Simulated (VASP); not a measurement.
# Ir (a cell with a defect) in VASP: a series of runs

The runs below take Ir (a cell with a defect) through single point, with PBE.

Program: VASP 6.6.1. These are calculated values, not measurements. Logs are shortened: lines on timing, memory, paths and dates and some standing lists are left out, and cuts for length are marked.

**1. The cell of the first run**

The cell holds a defect, 35 atoms: a = 8.210 Å, b = 8.210 Å, c = 10.946 Å, α = 60.00°, β = 60.00°, γ = 60.00°.

**2. Single point, PBE**

Input file INCAR:

```
ALGO = Normal
EDIFF = 1E-7
ENCUT = 520
GGA = PE
ISIF = 2
ISMEAR = 1
KPAR = 2
LASPH = True
LCHARG = True
LREAL = Auto
LVHAR = True
LWAVE = False
NBANDS = 180
NCORE = 2
NELM = 80
PREC = Accurate
SIGMA = 0.1
```

Input file KPOINTS:

```
k-points
0
Gamma
  2 2 2
```

Input file POSCAR:

```
Ir
1.0
    0.0000000000      5.8050291800      5.8050291800
    5.8050291800      0.0000000000      5.8050291800
    7.7400389100      7.7400389100      0.0000000000
Ir
35
Direct
   -0.0005443556      0.0004273880     -0.0000564597
   -0.0018769931      0.0004928485      0.2520113946
   -0.0011702784      0.0010589955      0.4999390242
   -0.0006001692      0.0017548577      0.7478404266
    0.0038996359      0.3313221072     -0.0009149179
   -0.0038056656      0.3330103846      0.2522126856
   -0.0023024863      0.3330381192      0.5002768132
   -0.0001490087      0.3333297629      0.7498034658
   -0.0010486597      0.6652818410      0.0010901108
   -0.0027657053      0.6635215570      0.2519714723
   -0.0008901764      0.6656949311      0.5006737750
   -0.0010571006      0.6653576374      0.7497256238
    0.3345033142      0.0009022349     -0.0012541927
    0.3345368197      0.0010130871      0.2500913784
    0.3342481906      0.0006376368      0.4991728782
    0.3363234601      0.0027134231      0.7478814470
    0.3297538118      0.3348878084      0.0007275803
    0.3336636974      0.3327575866      0.2500043634
    0.3361291459      0.3332380321      0.4995369590
    0.3375411112      0.3330274388      0.7475921074
    0.3340917745      0.6657603916     -0.0000854647
    0.3342594740      0.6643019148      0.2519912397
    0.3349420717      0.6649190521      0.4998737791
    0.3354429305      0.6656645264      0.7478204008
    0.6685572767     -0.0039940368      0.0006898544
    0.6665689146     -0.0000639101      0.2499887950
    0.6667494478      0.0021100669      0.4995605377
    0.6667190431      0.0037130735      0.7476401046
    0.6667609033      0.3330916073     -0.0000489016
    0.6694279011      0.3358519724      0.2461260883
    0.6640618644      0.3304960992      0.7537633296
    0.6650556578      0.6701615753     -0.0008815847
    0.6667559077      0.6624110544      0.2522055151
    0.6667391119      0.6639107023      0.5002994229
    0.6671175768      0.6661227498      0.7498064373
```

Potentials or basis: VASP PAW PBE potentials, release 64 (Ir).

Launch:

```sh
> cat potpaw_PBE.64/Ir/POTCAR > POTCAR
> mpirun -np 4 vasp_std > vasp.out
```

OUTCAR:

```text
EDIFF = 1E-7
   ENCUT = 520
   GGA = PE
   ISIF = 2
   ISMEAR = 1
   LASPH = True
   LREAL = Auto
   NELM = 80
   PREC = Accurate

 ion  position               nearest neighbor table
   1  0.999  0.000  1.000-   5 2.73  25 2.73  29 2.73  26 2.73   8 2.74  13 2.75   9 2.75  21 2.75
                             2 2.75   4 2.75  10 2.76  16 2.76
   2  0.998  0.000  0.252-  27 2.72   3 2.72   6 2.72  30 2.73  11 2.74  26 2.74   5 2.74  14 2.75
                             1 2.75  22 2.76  13 2.77  10 2.77
   3  0.999  0.001  0.500-   6 2.72   4 2.72  28 2.72   2 2.72   7 2.72  27 2.72  12 2.75  14 2.75
                            15 2.75  11 2.75  23 2.76
   4  0.999  0.002  0.748-   7 2.71   3 2.72  28 2.72  31 2.73   8 2.73  15 2.74  25 2.74  12 2.75
                             1 2.75  24 2.76   9 2.77  16 2.77
   5  0.004  0.331  0.999-  17 2.70  13 2.71  30 2.73   1 2.73   9 2.73  12 2.74   8 2.74   2 2.74
                            20 2.75   6 2.75  29 2.76  32 2.78
   6  0.996  0.333  0.252-  33 2.70  30 2.70  10 2.72   3 2.72   7 2.72   2 2.72   9 2.74  17 2.75
                             5 2.75  14 2.75  18 2.76
   7  0.998  0.333  0.500-   4 2.71  10 2.72  34 2.72   6 2.72   3 2.72  11 2.74   8 2.74  15 2.75
                            18 2.75  31 2.76  19 2.78
   8  1.000  0.333  0.750-  12 2.72  11 2.73  35 2.73   4 2.73   1 2.74  29 2.74   5 2.74  16 2.74
                             7 2.74  31 2.75  19 2.75  20 2.76
   9  0.999  0.665  0.001-  25 2.71  17 2.71  10 2.73  32 2.73   5 2.73  33 2.74   6 2.74  21 2.75
[... 39 lines left out ...]
  29  0.667  0.333  1.000-  31 2.72  30 2.72  21 2.73   1 2.73  18 2.74  26 2.74  35 2.74   8 2.74
                            17 2.76  32 2.76   5 2.76  25 2.76
  30  0.669  0.336  0.246-  33 2.70   6 2.70  29 2.72  32 2.72  22 2.72   5 2.73   2 2.73  18 2.75
                            26 2.75  19 2.76  27 2.76
  31  0.664  0.330  0.754-  20 2.70  28 2.71  29 2.72  17 2.72  25 2.72  24 2.73   4 2.73  35 2.75
                             8 2.75  34 2.76   7 2.76
  32  0.665  0.670  0.999-  25 2.70  13 2.71  30 2.72  21 2.73   9 2.73  12 2.74  35 2.74  22 2.74
                            28 2.75  33 2.75  29 2.76   5 2.78
  33  0.667  0.662  0.252-  30 2.70   6 2.70  10 2.72  23 2.72  34 2.72  22 2.72   9 2.74  25 2.75
                            32 2.75  14 2.75  26 2.76
  34  0.667  0.664  0.500-  24 2.71  10 2.72   7 2.72  33 2.72  23 2.72  11 2.74  35 2.74  15 2.75
                            26 2.75  31 2.76  27 2.77
  35  0.667  0.666  0.750-  12 2.72  11 2.73   8 2.73  24 2.74  21 2.74  29 2.74  32 2.74  16 2.74
                            34 2.74  31 2.75  27 2.75  28 2.76

  LATTYP: Found a base centered monoclinic cell.
 ALAT       =    14.2193594330
 B/A-ratio  =     0.5773502692
 C/A-ratio  =     0.7698003593
 COS(beta)  =    -0.5773502692

  Lattice vectors:

 A1 = (  -0.0000000000,  -5.8050291800,  -5.8050291800)
 A2 = (  -5.8050291800,   0.0000000000,  -5.8050291800)
 A3 = (   7.7400389100,   7.7400389100,   0.0000000000)

Analysis of symmetry for initial positions (statically):
=====================================================================
 Subroutine PRICEL returns:
 Original cell was already a primitive cell.

 Routine SETGRP: Setting up the symmetry group for a
 base centered monoclinic supercell.

 Subroutine GETGRP returns: Found  1 space group operations
 (whereof  1 operations were pure point group operations)
 out of a pool of  4 trial point group operations.

The static configuration has the point symmetry C_1 .

Analysis of symmetry for dynamics (positions and initial velocities):
=====================================================================
 Subroutine PRICEL returns:
 Original cell was already a primitive cell.

 Routine SETGRP: Setting up the symmetry group for a
 base centered monoclinic supercell.

 Subroutine GETGRP returns: Found  1 space group operations
 (whereof  1 operations were pure point group operations)
 out of a pool of  4 trial point group operations.

The dynamic configuration has the point symmetry C_1 .

 Subroutine INISYM returns: Found  1 space group operations
 (whereof  1 operations are pure point group operations),
 and found     1 'primitive' translations

----------------------------------------------------------------------------------------

                                     Primitive cell

  volume of cell :     521.6533

  direct lattice vectors                    reciprocal lattice vectors
     0.000000000  5.805029180  5.805029180    -0.086132211  0.086132211  0.086132211
[... 88 lines left out ...]

 Generating k-lattice:

  Cartesian coordinates                     Fractional coordinates (reciprocal lattice)
    -0.043066106  0.043066106  0.043066106     0.500000000  0.000000000  0.000000000
     0.043066106 -0.043066106  0.043066106     0.000000000  0.500000000  0.000000000
     0.032299579  0.032299579 -0.032299579     0.000000000  0.000000000  0.500000000

  Length of vectors
     0.074592683  0.074592683  0.055944512

  Shift w.r.t. Gamma in fractional coordinates (k-lattice)
     0.000000000  0.000000000  0.000000000

 Subroutine IBZKPT returns following result:
 ===========================================

 Found      8 irreducible k-points:

 Following reciprocal coordinates:
            Coordinates               Weight
  0.000000  0.000000  0.000000      1.000000
  0.500000  0.000000  0.000000      1.000000
  0.000000  0.500000  0.000000      1.000000
  0.500000  0.500000  0.000000      1.000000
  0.000000  0.000000  0.500000      1.000000
  0.500000  0.000000  0.500000      1.000000
  0.000000  0.500000  0.500000      1.000000
  0.500000  0.500000  0.500000      1.000000
   k-points           NKPTS =      8   k-points in BZ     NKDIM =      8   number of bands    NBANDS=    180
   number of dos      NEDOS =    301   number of ions     NIONS =     35
   total plane-waves  NPLWV = 344064
   dimension x,y,z NGX =    64 NGY =   64 NGZ =   84
   dimension x,y,z NGXF=   128 NGYF=  128 NGZF=  168
   ions per type =              35
   NGX,Y,Z   is equivalent  to a cutoff of  12.96, 12.96, 12.76 a.u.
   NGXF,Y,Z  is equivalent  to a cutoff of  25.92, 25.92, 25.52 a.u.
 SYSTEM =  unknown system
   PREC   = accura    normal or accurate (medium, high low for compatibility)
   ISTART =      0    job   : 0-new  1-cont  2-samecut
   ICHARG =      2    charge: 1-file 2-atom 10-const
   ISPIN  =      1    spin polarized calculation?
   LNONCOLLINEAR =      F non collinear calculations
   LSORBIT =      F    spin-orbit coupling
   LASPH  =      T    aspherical Exc in radial PAW
   ENCUT  =  520.0 eV  38.22 Ry    6.18 a.u.  15.26 15.26 20.35*2*pi/ulx,y,z
   NELM   =     80;   NELMIN=  2; NELMDL= -5     # of ELM steps
   EDIFF  = 0.1E-06   stopping-criterion for ELM
   LREAL  =      T    real-space projection
   EDIFFG = 0.1E-05   stopping-criterion for IOM
   NSW    =      0    number of steps for IOM
   IBRION =     -1    ionic relax: 0-MD 1-quasi-New 2-CG
   NFREE  =      0    steps in history (QN), initial steepest desc. (CG)
   ISIF   =      2    stress and relaxation
   ISYM   =      2    0-nonsym 1-usesym 2-fastsym
   POTIM  = 0.5000    time-step for ionic-motion
   TEBEG  =    0.0;   TEEND  =   0.0 temperature during run
   PSTRESS=    0.0 pullay stress
   NELECT =     315.0000    total number of electrons
   NUPDOWN=      -1.0000    fix difference up-down
   EMIN   =  10.00;   EMAX   =-10.00  energy-range for DOS
   EFERMI =   0.00;   METHOD = LEGACY
   ISMEAR =     1;   SIGMA  =   0.10  broadening in eV -4-tet -1-fermi 0-gaus
   EFERMI_NEDOS =   21; number of points for ismear=-14 and -15
   IALGO  =     38    algorithm
   IMIX   =      4    mixing-type and parameters
     AMIX     =   0.40;   BMIX     =  1.00
     AMIX_MAG =   1.60;   BMIX_MAG =  1.00
  volume/ion in A,a.u.               =      14.90       100.58
  Fermi-wavevector in a.u.,A,eV,Ry     =   1.383729  2.614869 26.051154  1.914706
  Thomas-Fermi vector in A             =   2.508300
   LORBIT       =      0    0 simple, 1 ext, 2 COOP (PROOUT), +10 PAW based schemes
   GGA     = PE    functional components
   LHFCALC =     F    Hartree Fock is set to
   AEXX    =    0.0000 exact exchange contribution
   IVDW    =     0    specifies the selected vdW correction
   LEPSILON=     F    determine dielectric tensor
   LRPA    =     F    only Hartree local field effects (RPA)
 non-spin polarized calculation
 Methfessel and Paxton  Order N= 1 SIGMA  =   0.10
  energy-cutoff  :      520.00
  volume of cell :      521.65
 maximum number of plane-waves:     14074
 NGX is ok and might be reduce to    64
   NGX = 31   NGY = 31   NGZ = 41

 number of electron     315.0000008 magnetization

 Free energy of the ion-electron system (eV)
  ---------------------------------------------------
  ext. energy  EPLUGINS =         0.00000000
  ---------------------------------------------------
  free energy    TOTEN  =      -306.59421633 eV

  energy without entropy =     -306.58499411  energy(sigma->0) =     -306.59114225

 E-fermi :   9.3709     XC(G=0): -13.6417

 val. band max:        9.3686193000   @ k =   0.5000   0.5000   0.5000
 cond. band min:       9.3813035320   @ k =   0.5000   0.0000   0.5000
 fundamental gap:      0.0126842320
 Fermi energy:         9.3708869618

 k-point     1 :       0.0000    0.0000    0.0000
  band No.  band energies     occupation
      1      -1.1450      2.00000
      2       0.9567      2.00000
      3       1.0369      2.00000
      4       1.5797      2.00000
      5       1.5949      2.00000
      6       1.6776      2.00000
[... 1365 lines left out ...]
    168       9.6772     -0.00013
    169       9.7051     -0.00002
 [bands above 169 left out]

------------------------ aborting loop because EDIFF is reached ----------------------------------------

  FORCE on cell =-STRESS in cart. coord.  units (eV):
  Direction    XX          YY          ZZ          XY          YZ          ZX
  --------------------------------------------------------------------------------------
  -------------------------------------------------------------------------------------
  Total       -7.2620161     -7.2677254     -6.9074469     -5.9527032      6.4592684      6.4708070
  in kB      -22.3041581    -22.3216933    -21.2151536    -18.2828064     19.8386430     19.8740819
  external PRESSURE =     -21.9470017 kB  Pullay stress =       0.0000000 kB

 VOLUME and BASIS-vectors are now :
 -----------------------------------------------------------------------------
  energy-cutoff  :      520.00
  volume of cell :      521.65
      direct lattice vectors                 reciprocal lattice vectors
     0.000000000  5.805029180  5.805029180    -0.086132211  0.086132211  0.086132211
     5.805029180  0.000000000  5.805029180     0.086132211 -0.086132211  0.086132211
     7.740038910  7.740038910  0.000000000     0.064599158  0.064599158 -0.064599158

 POSITION                                       TOTAL-FORCE (eV/Angst)
 -----------------------------------------------------------------------------------
      7.74208     13.54147      5.80435         0.001129     -0.004346     -0.000718
      1.95344      7.74471      5.79699         0.001268      0.002377     -0.000531
      3.87569      9.66778      5.80438         0.010443     -0.013932     -0.002184
      5.79850     11.58986      5.81173        -0.003096     -0.002243      0.000224
      9.65629      7.75559      1.94597        -0.005781      0.008826     -0.002348
      3.88527      7.73507      7.71607         0.009252     -0.003980     -0.011896
[... 27 lines left out ...]
      7.72636      7.74278      7.72446        -0.009387     -0.004088     -0.014005
      9.67039      9.67617      7.73950         0.005490      0.002707     -0.000036
 -----------------------------------------------------------------------------------
    total drift:                                0.006286     -0.007960      0.000897

  FREE ENERGIE OF THE ION-ELECTRON SYSTEM (eV)
  ---------------------------------------------------
  free  energy   TOTEN  =      -306.5942163262 eV

  energy  without entropy=     -306.5849941093  energy(sigma->0) =     -306.59114225
```

Run time: 15 min. Hardware: 4 MPI ranks of Oxide Virtual Turin-like, shared host; peak memory 0.59 GiB.

Results:

| Item | Value |
| --- | --- |
| Free energy | -306.5942 eV |
| Pressure | -2.2 GPa |
| Largest force | 0.020 eV/Å |
| Band gap on the k mesh | zero (an odd number of electrons rules out a gap without spin polarisation) |

Forces on the atoms (eV/Å):
```
Ir   0.001 -0.004 -0.001
Ir   0.001  0.002 -0.001
Ir   0.010 -0.014 -0.002
Ir  -0.003 -0.002  0.000
Ir  -0.006  0.009 -0.002
Ir   0.009 -0.004 -0.012
Ir   0.000 -0.006 -0.010
Ir   0.004  0.003  0.005
Ir   0.004  0.004  0.004
Ir   0.000 -0.003  0.003
Ir  -0.006  0.001  0.003
Ir  -0.005  0.000 -0.004
Ir  -0.002  0.002 -0.001
Ir  -0.004  0.005 -0.002
Ir   0.003  0.005  0.000
Ir  -0.001 -0.001 -0.005
Ir   0.004 -0.012 -0.001
Ir   0.000  0.002  0.003
Ir  -0.004  0.005  0.004
Ir  -0.003 -0.002  0.014
Ir  -0.002  0.002  0.002
Ir   0.007 -0.003 -0.001
Ir  -0.007  0.011  0.001
Ir  -0.001 -0.003  0.002
Ir  -0.007  0.007  0.002
Ir   0.001 -0.004 -0.004
Ir   0.009  0.002  0.016
Ir  -0.001 -0.004  0.015
Ir   0.000  0.001  0.001
Ir   0.008  0.014 -0.001
Ir  -0.017 -0.012 -0.002
Ir   0.007 -0.009 -0.003
Ir   0.002  0.010 -0.010
Ir  -0.009 -0.004 -0.014
Ir   0.005  0.003  0.000
```

Caveat: the k points lie up to 0.47 Å⁻¹ apart, too coarse for converged energies and pressures of a metal; spin-orbit coupling is left out, which moves the levels of the heavy elements.

**3. Single point, PBE**

Input file INCAR:

```
SYSTEM = Ir
PREC = Accurate ; ENCUT = 520
EDIFF = 1E-6 ; ISMEAR = 1
SIGMA = 0.1 ; LREAL = Auto
LASPH = .True. ; NELM = 100
ALGO = Normal ; ISIF = 2
LWAVE = .False. ; LCHARG = .False.
GGA = PE ; NBANDS = 180
KPAR = 2 ; NCORE = 2
```

Input file KPOINTS:

```
Automatic mesh
0
Gamma
  2 2 2
  0 0 0
```

Input file POSCAR:

```
Ir
1.0
    0.0000000000      5.8050291800      5.8050291800
    5.8050291800      0.0000000000      5.8050291800
    7.7400389100      7.7400389100      0.0000000000
Ir
35
Direct
    0.0007727782     -0.0005850100     -0.0001797149
    0.0034408957      0.0020531335      0.2459757014
   -0.3310713763      0.3312786104      0.4997868932
   -0.0019278973     -0.0032763832      0.7536646221
   -0.0010780308      0.3365142430     -0.0009651114
    0.0007711417      0.3287798288      0.2520655933
    0.0006481449      0.3302923104      0.5001668008
    0.0010412523      0.3325560372      0.7497057273
    0.0026142849      0.6622736735      0.0005669222
    0.0004725213      0.6663143078      0.2498696741
    0.0008907793      0.6684433238      0.4994225539
    0.0007970675      0.6699463309      0.7475822883
    0.3378726341     -0.0024479636     -0.0009791294
    0.3301190124     -0.0005876801      0.2520507355
    0.3316304605     -0.0006919001      0.5001469043
    0.3338770469     -0.0003045635      0.7497153525
    0.3329383781      0.3316227947      0.0010046461
    0.3311726678      0.3298570844      0.2518394316
    0.3332276101      0.3319280473      0.5005167345
    0.3329390672      0.3315814512      0.7496249137
    0.3334431129      0.6667718421     -0.0002117560
    0.3320741275      0.6667880350      0.2519378808
    0.3327079744      0.6675068083      0.4997835986
    0.3333730874      0.6681822571      0.7476485025
    0.6636252602      0.0013109323      0.0005811340
    0.6676990554     -0.0008300561      0.2498542349
    0.6698496044     -0.0004483182      0.4994239105
    0.6713759534     -0.0005128312      0.7475600662
    0.6681131791      0.3320742136     -0.0002089783
    0.6681515079      0.3306841259      0.2519272865
    0.6694933616      0.3320082363      0.7476532828
    0.6686098174      0.6672785579     -0.0014120730
    0.6685637367      0.6672700308      0.2499969344
    0.6682782945      0.6669826938      0.4990986538
    0.6703415055      0.6690173089      0.7477552849
```

Potentials or basis: VASP PAW PBE potentials, release 64 (Ir).

Launch:

```sh
> cat potpaw_PBE.64/Ir/POTCAR > POTCAR
> mpirun -np 4 vasp_std > vasp.out
```

It took 24 min on 4 MPI ranks of Oxide Virtual Turin-like, shared host; peak memory 0.59 GiB.

Results (log left out):

```yaml
Free_energy: -306.5941 eV
Pressure: -2.2 GPa
Largest_force: 0.022 eV/Å
Band_gap_on_the_k_mesh: zero (an odd number of electrons rules out a gap without spin polarisation)
```

Forces on the atoms (eV/Å):
```
Ir  -0.003  0.000  0.000
Ir   0.017  0.014  0.002
Ir  -0.008  0.006 -0.001
Ir  -0.014 -0.015  0.001
Ir   0.004 -0.004 -0.002
Ir   0.002  0.009 -0.014
Ir  -0.009  0.003 -0.009
Ir  -0.001  0.001  0.000
Ir  -0.003  0.004  0.002
Ir   0.000  0.001 -0.002
Ir   0.012 -0.002  0.011
Ir  -0.001 -0.012  0.016
Ir  -0.003  0.004  0.001
Ir   0.010  0.002 -0.013
Ir   0.004 -0.007 -0.009
Ir  -0.002 -0.002  0.002
Ir  -0.001  0.000  0.003
Ir  -0.001  0.000  0.003
Ir  -0.004 -0.002 -0.003
Ir   0.000 -0.001  0.002
Ir   0.000  0.000 -0.001
Ir  -0.001  0.000  0.003
Ir   0.010 -0.008 -0.001
Ir  -0.003  0.002 -0.003
Ir   0.002 -0.003  0.000
Ir   0.002  0.000 -0.005
Ir  -0.002  0.011  0.010
Ir  -0.015 -0.003  0.012
Ir   0.001 -0.001  0.001
Ir   0.003 -0.001  0.003
Ir   0.003 -0.002 -0.001
Ir  -0.001  0.000 -0.004
Ir  -0.001  0.001  0.000
Ir   0.001  0.002  0.002
Ir   0.001  0.001 -0.003
```

Stress tensor (GPa, compression positive):
```
-2.22 -1.83  1.98
-1.83 -2.23  1.98
 1.98  1.98 -2.12
```

Levels at points of the mesh, in eV from the Fermi level:
```csv
k point,band 153,band 154,band 155,band 156,band 157,band 158,band 159,band 160,band 161,band 162
"(0.00, 0.00, 0.00)",-0.31,-0.29,-0.23,-0.21,-0.20,-0.18,-0.16,-0.13,-0.12,-0.07
"(0.50, 0.00, 0.00)",-0.32,-0.32,-0.28,-0.20,-0.18,0.02,0.12,0.18,0.21,0.33
"(0.00, 0.50, 0.00)",-0.32,-0.32,-0.28,-0.20,-0.18,0.02,0.12,0.18,0.21,0.33
"(0.50, 0.50, 0.00)",-0.30,-0.27,-0.27,-0.26,-0.25,-0.02,0.25,0.32,0.44,0.49
"(0.00, 0.00, 0.50)",-0.14,-0.11,-0.11,-0.05,-0.03,0.02,0.02,0.05,0.19,0.23
"(0.50, 0.00, 0.50)",-0.17,-0.14,-0.11,0.01,0.03,0.09,0.11,0.12,0.21,0.24
"(0.00, 0.50, 0.50)",-0.17,-0.14,-0.11,0.01,0.03,0.09,0.11,0.12,0.21,0.24
"(0.50, 0.50, 0.50)",-0.06,0.00,0.02,0.03,0.04,0.05,0.09,0.12,0.13,0.15
```

Caveat: the k points lie up to 0.47 Å⁻¹ apart, too coarse for converged energies and pressures of a metal; spin-orbit coupling is left out, which moves the levels of the heavy elements.
